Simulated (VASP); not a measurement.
# BiTe (R-3m) in VASP: further runs

Runs on BiTe. Level: PBE. Tasks: single point.

Everything below comes from runs of VASP 6.6.1. Logs are shortened: lines on timing, memory, paths and dates and some standing lists are left out, and cuts for length are marked.

## Step 1: The cell of the first run

It takes space group R-3m (No. 166, trigonal). The conventional cell has a = 4.667 Å, b = 4.667 Å, c = 11.352 Å, α = 90.00°, β = 90.00°, γ = 120.00°. Bi (site symmetry -3m) has 6 Te at 3.29 Å within 4.3 Å. Within 4.3 Å of Te (site symmetry -3m) lie 6 Bi at 3.29 Å.

## Step 2: Single point, PBE (35.69 Å³/atom)

The input, INCAR:

```
  PREC = Accurate
  ENCUT = 520
  EDIFF = 1E-7
  ISMEAR = 0
  SIGMA = 0.1
  LREAL = F
  LASPH = T
  NELM = 100
  ALGO = Normal
  ISIF = 2
  LWAVE = F
  LCHARG = F
  GGA = PE
  NBANDS = 18
```

The input, KPOINTS:

```
Automatic mesh
0
Gamma
  12 12 12
```

The input, POSCAR:

```
BiTe
1.0
    2.3337001163      1.3473623904      3.7838717859
   -2.3337001163      1.3473623904      3.7838717859
    0.0000000000     -2.6947247807      3.7838717859
Bi Te
1 1
Direct
    0.5000000000      0.5000000000      0.5000000000
    0.0000000000      0.0000000000      0.0000000000
```

Potentials or basis: VASP PAW PBE potentials, release 64 (Bi_d, Te).

Launch:

```sh
> cat potpaw_PBE.64/Bi_d/POTCAR potpaw_PBE.64/Te/POTCAR > POTCAR
> mpirun -np 1 vasp_std > vasp.out
```

OUTCAR:

```text
PREC = Accurate
   ENCUT = 520
   EDIFF = 1E-7
   ISMEAR = 0
   LREAL = F
   LASPH = T
   NELM = 100
   ISIF = 2
   GGA = PE

 ion  position               nearest neighbor table
   1  0.500  0.500  0.500-   2 3.29   2 3.29   2 3.29   2 3.29   2 3.29   2 3.29
   2  0.000  0.000  0.000-   1 3.29   1 3.29   1 3.29   1 3.29   1 3.29   1 3.29

  LATTYP: Found a trigonal (rhomboedric) cell.
 ALAT       =     4.6453446951
 COS(alpha) =     0.4952408492

  Lattice vectors:

 A1 = (   2.3337001163,   1.3473623904,   3.7838717859)
 A2 = (  -2.3337001163,   1.3473623904,   3.7838717859)
 A3 = (   0.0000000000,  -2.6947247807,   3.7838717859)

Analysis of symmetry for initial positions (statically):
=====================================================================
 Subroutine PRICEL returns:
 Original cell was already a primitive cell.

 Routine SETGRP: Setting up the symmetry group for a
 trigonal (rhombohedral) supercell.

 Subroutine GETGRP returns: Found 12 space group operations
 (whereof 12 operations were pure point group operations)
 out of a pool of 12 trial point group operations.

The static configuration has the point symmetry D_3d.

Analysis of symmetry for dynamics (positions and initial velocities):
=====================================================================
 Subroutine PRICEL returns:
 Original cell was already a primitive cell.

 Routine SETGRP: Setting up the symmetry group for a
 trigonal (rhombohedral) supercell.

 Subroutine GETGRP returns: Found 12 space group operations
 (whereof 12 operations were pure point group operations)
 out of a pool of 12 trial point group operations.

The dynamic configuration has the point symmetry D_3d.

 Subroutine INISYM returns: Found 12 space group operations
 (whereof 12 operations are pure point group operations),
 and found     1 'primitive' translations

----------------------------------------------------------------------------------------

                                     Primitive cell

  volume of cell :      71.3867

  direct lattice vectors                    reciprocal lattice vectors
     2.333700116  1.347362390  3.783871786     0.214252035  0.123698470  0.088093189
    -2.333700116  1.347362390  3.783871786    -0.214252035  0.123698470  0.088093189
     0.000000000 -2.694724781  3.783871786     0.000000000 -0.247396941  0.088093189

  length of vectors
     4.645344695  4.645344695  4.645344695     0.262613130  0.262613130  0.262613130

  position of ions in fractional coordinates (direct lattice)
     0.500000000  0.500000000  0.500000000
     0.000000000  0.000000000  0.000000000

  ion indices of the primitive-cell ions
   primitive index   ion index
                 1           1
                 2           2

----------------------------------------------------------------------------------------

 KPOINTS: Automatic mesh

Automatic generation of k-mesh.
 Grid dimensions read from file:
 generate k-points for:   12   12   12

 Generating k-lattice:

  Cartesian coordinates                     Fractional coordinates (reciprocal lattice)
     0.017854336  0.010308206  0.007341099     0.083333333  0.000000000  0.000000000
    -0.017854336  0.010308206  0.007341099     0.000000000  0.083333333  0.000000000
     0.000000000 -0.020616412  0.007341099     0.000000000  0.000000000  0.083333333

  Length of vectors
     0.021884428  0.021884428  0.021884428

  Shift w.r.t. Gamma in fractional coordinates (k-lattice)
     0.000000000  0.000000000  0.000000000

 Subroutine IBZKPT returns following result:
 ===========================================

 Found    189 irreducible k-points:

 Following reciprocal coordinates:
            Coordinates               Weight
  0.000000  0.000000  0.000000      1.000000
  0.083333  0.000000  0.000000      6.000000
  0.166667  0.000000  0.000000      6.000000
  0.250000  0.000000  0.000000      6.000000
  0.333333  0.000000  0.000000      6.000000
  0.416667  0.000000  0.000000      6.000000
[... 16 lines left out ...]
  0.500000  0.166667  0.000000     12.000000
 -0.416667  0.166667 -0.000000     12.000000
 [... further k-points ...]
   k-points           NKPTS =    189   k-points in BZ     NKDIM =    189   number of bands    NBANDS=     18
   number of dos      NEDOS =    301   number of ions     NIONS =      2
   total plane-waves  NPLWV =  46656
   dimension x,y,z NGX =    36 NGY =   36 NGZ =   36
   dimension x,y,z NGXF=    72 NGYF=   72 NGZF=   72
   ions per type =               1   1
   NGX,Y,Z   is equivalent  to a cutoff of  12.88, 12.88, 12.88 a.u.
   NGXF,Y,Z  is equivalent  to a cutoff of  25.77, 25.77, 25.77 a.u.
 SYSTEM =  unknown system
   PREC   = accura    normal or accurate (medium, high low for compatibility)
   ISTART =      0    job   : 0-new  1-cont  2-samecut
   ICHARG =      2    charge: 1-file 2-atom 10-const
   ISPIN  =      1    spin polarized calculation?
   LNONCOLLINEAR =      F non collinear calculations
   LSORBIT =      F    spin-orbit coupling
   LASPH  =      T    aspherical Exc in radial PAW
   ENCUT  =  520.0 eV  38.22 Ry    6.18 a.u.   8.64  8.64  8.64*2*pi/ulx,y,z
   NELM   =    100;   NELMIN=  2; NELMDL= -5     # of ELM steps
   EDIFF  = 0.1E-06   stopping-criterion for ELM
   LREAL  =      F    real-space projection
   EDIFFG = 0.1E-05   stopping-criterion for IOM
   NSW    =      0    number of steps for IOM
   IBRION =     -1    ionic relax: 0-MD 1-quasi-New 2-CG
   NFREE  =      0    steps in history (QN), initial steepest desc. (CG)
   ISIF   =      2    stress and relaxation
   ISYM   =      2    0-nonsym 1-usesym 2-fastsym
   POTIM  = 0.5000    time-step for ionic-motion
   TEBEG  =    0.0;   TEEND  =   0.0 temperature during run
   PSTRESS=    0.0 pullay stress
   NELECT =      21.0000    total number of electrons
   NUPDOWN=      -1.0000    fix difference up-down
   EMIN   =  10.00;   EMAX   =-10.00  energy-range for DOS
   EFERMI =   0.00;   METHOD = LEGACY
   ISMEAR =     0;   SIGMA  =   0.10  broadening in eV -4-tet -1-fermi 0-gaus
   EFERMI_NEDOS =   21; number of points for ismear=-14 and -15
   IALGO  =     38    algorithm
   IMIX   =      4    mixing-type and parameters
     AMIX     =   0.40;   BMIX     =  1.00
     AMIX_MAG =   1.60;   BMIX_MAG =  1.00
  volume/ion in A,a.u.               =      35.69       240.87
  Fermi-wavevector in a.u.,A,eV,Ry     =   1.088785  2.057506 16.129071  1.185453
  Thomas-Fermi vector in A             =   2.224974
   LORBIT       =      0    0 simple, 1 ext, 2 COOP (PROOUT), +10 PAW based schemes
   GGA     = PE    functional components
   LHFCALC =     F    Hartree Fock is set to
   AEXX    =    0.0000 exact exchange contribution
   IVDW    =     0    specifies the selected vdW correction
   LEPSILON=     F    determine dielectric tensor
   LRPA    =     F    only Hartree local field effects (RPA)
 non-spin polarized calculation
 Gauss-broadening in eV      SIGMA  =   0.10
  energy-cutoff  :      520.00
  volume of cell :       71.39
 maximum number of plane-waves:      1940
   NGX = 17   NGY = 17   NGZ = 17

 number of electron      20.9999997 magnetization

 Free energy of the ion-electron system (eV)
  ---------------------------------------------------
  ext. energy  EPLUGINS =         0.00000000
  ---------------------------------------------------
  free energy    TOTEN  =        -7.16510569 eV

  energy without entropy =       -7.15793807  energy(sigma->0) =       -7.16152188

 E-fermi :   6.0161     XC(G=0):  -9.2005

 val. band max:        5.9953588394   @ k =  -0.3333   0.2500   0.1667
 cond. band min:       6.0165193951   @ k =   0.2500   0.2500   0.0833
 fundamental gap:      0.0211605558
 Fermi energy:         6.0160881346

 k-point     1 :       0.0000    0.0000    0.0000
  band No.  band energies     occupation
      1     -17.1108      2.00000
      2     -17.1108      2.00000
      3     -17.1102      2.00000
      4     -17.1102      2.00000
      5     -17.1094      2.00000
      6      -7.1467      2.00000
[... 10 lines left out ...]
     17      11.8920      0.00000
     18      12.6289      0.00000

 k-point     2 :       0.0833    0.0000    0.0000
  band No.  band energies     occupation
      1     -17.1109      2.00000
      2     -17.1106      2.00000
      3     -17.1102      2.00000
      4     -17.1101      2.00000
      5     -17.1091      2.00000
      6      -7.0891      2.00000
[... 10 lines left out ...]
     17      12.3065      0.00000
     18      12.9664      0.00000

 k-point     3 :       0.1667    0.0000    0.0000
  band No.  band energies     occupation
      1     -17.1114      2.00000
      2     -17.1112      2.00000
      3     -17.1099      2.00000
      4     -17.1093      2.00000
      5     -17.1081      2.00000
      6      -6.9173      2.00000
[... 10 lines left out ...]
     17      13.2914      0.00000
     18      13.8327      0.00000

 k-point     4 :       0.2500    0.0000    0.0000
  band No.  band energies     occupation
      1     -17.1123      2.00000
      2     -17.1121      2.00000
      3     -17.1095      2.00000
      4     -17.1079      2.00000
      5     -17.1067      2.00000
      6      -6.6351      2.00000
[... 375 lines left out ...]
      4     -17.1060      2.00000
      5     -17.1039      2.00000
      6      -5.9564      2.00000
[... 10 lines left out ...]
     17      14.4528      0.00000
     18      15.3370      0.00000

 k-point    23 :       0.5000    0.1667    0.0000
  band No.  band energies     occupation
      1     -17.1154      2.00000
      2     -17.1121      2.00000
      3     -17.1086      2.00000
      4     -17.1058      2.00000
      5     -17.1036      2.00000
      6      -5.5010      2.00000
[... 10 lines left out ...]
     17      14.6814      0.00000
     18      15.5188      0.00000

 k-point    24 :      -0.4167    0.1667   -0.0000
  band No.  band energies     occupation
      1     -17.1149      2.00000
      2     -17.1127      2.00000
      3     -17.1080      2.00000
      4     -17.1058      2.00000
      5     -17.1040      2.00000
      6      -5.3202      2.00000
[... 10 lines left out ...]
     17      15.3180      0.00000
     18      16.4316      0.00000

 [... further k-points ...]
[... 5 lines left out ...]
  --------------------------------------------------------------------------------------
  -------------------------------------------------------------------------------------
  Total       -0.7586253     -0.7586253     -0.7372210      0.0000000     -0.0000000      0.0000000
  in kB      -17.0263184    -17.0263184    -16.5459289      0.0000000     -0.0000000      0.0000000
  external PRESSURE =     -16.8661886 kB  Pullay stress =       0.0000000 kB

 VOLUME and BASIS-vectors are now :
 -----------------------------------------------------------------------------
  energy-cutoff  :      520.00
  volume of cell :       71.39
      direct lattice vectors                 reciprocal lattice vectors
     2.333700116  1.347362390  3.783871786     0.214252035  0.123698470  0.088093189
    -2.333700116  1.347362390  3.783871786    -0.214252035  0.123698470  0.088093189
     0.000000000 -2.694724781  3.783871786     0.000000000 -0.247396941  0.088093189

 POSITION                                       TOTAL-FORCE (eV/Angst)
 -----------------------------------------------------------------------------------
      0.00000      0.00000      5.67581         0.000000     -0.000000     -0.000000
      0.00000      0.00000      0.00000        -0.000000      0.000000      0.000000
 -----------------------------------------------------------------------------------
    total drift:                               -0.000000     -0.000000      0.000000

  FREE ENERGIE OF THE ION-ELECTRON SYSTEM (eV)
  ---------------------------------------------------
  free  energy   TOTEN  =        -7.1651056919 eV

  energy  without entropy=       -7.1579380680  energy(sigma->0) =       -7.16152188
```

Run time: 2.4 min. Hardware: 1 thread of Intel Xeon 6975P-C (Granite Rapids), shared host; peak memory 0.38 GiB.

Results:

| Quantity | Value |
| --- | --- |
| Free energy | -7.1651 eV |
| Pressure | -1.7 GPa |
| Band gap on the k mesh | zero (an odd number of electrons rules out a gap without spin polarisation) |

Caveat: spin-orbit coupling is left out, which moves the levels of the heavy elements.

## Step 3: Single point, PBE (37.04 Å³/atom)

This run uses another cell than the first one, of 37.04 Å³/atom.

The input, INCAR:

```
SYSTEM = BiTe
  PREC = Accurate
  ENCUT = 520
  EDIFF = 1E-6
  ISMEAR = 0
  SIGMA = 0.1
  LREAL = .False.
  LASPH = .True.
  NELM = 100
  ALGO = Normal
  ISIF = 2
  LWAVE = .False.
  LCHARG = .False.
  GGA = PE
  NBANDS = 18
```

The input, KPOINTS:

```
regular mesh
0
Gamma
  12 12 12
  0 0 0
```

The input, POSCAR:

```
BiTe
1.0
    2.3626931444      1.3641015230      3.8308812111
   -2.3626931444      1.3641015230      3.8308812111
    0.0000000000     -2.7282030458      3.8308812112
Bi Te
1 1
Direct
    0.5000000000      0.5000000000      0.5000000000
    0.0000000000      0.0000000000      0.0000000000
```

Potentials or basis: VASP PAW PBE potentials, release 64 (Bi_d, Te).

Launch:

```sh
> cat potpaw_PBE.64/Bi_d/POTCAR potpaw_PBE.64/Te/POTCAR > POTCAR
> mpirun -np 1 vasp_std > vasp.out
```

Run time: 2.5 min. Hardware: 1 thread of Intel Xeon 6975P-C (Granite Rapids), shared host; peak memory 0.38 GiB.

It converged, with:

```yaml
Free_energy: -7.1260 eV
Pressure: -3.0 GPa
Band_gap_on_the_k_mesh: zero (an odd number of electrons rules out a gap without spin polarisation)
```

Levels at points of the mesh, in eV from the Fermi level:
```
           k point  band 7  band 8  band 9  band 10  band 11  band 12  band 13  band 14
(0.00, 0.00, 0.00)   -8.43   -2.32   -2.32    -2.27     1.95     1.98     1.98     4.79
(0.50, 0.00, 0.00)  -10.98   -1.73   -1.72    -1.59    -0.76    -0.49    -0.47     7.14
(0.50, 0.50, 0.00)   -9.93   -5.06   -3.62    -3.58     2.57     3.18     3.20     4.33
(0.50, 0.50, 0.50)  -10.96   -1.75   -1.75    -1.62    -0.80    -0.51    -0.51     7.16
```

Caveat: the cell stands under tension; spin-orbit coupling is left out, which moves the levels of the heavy elements.
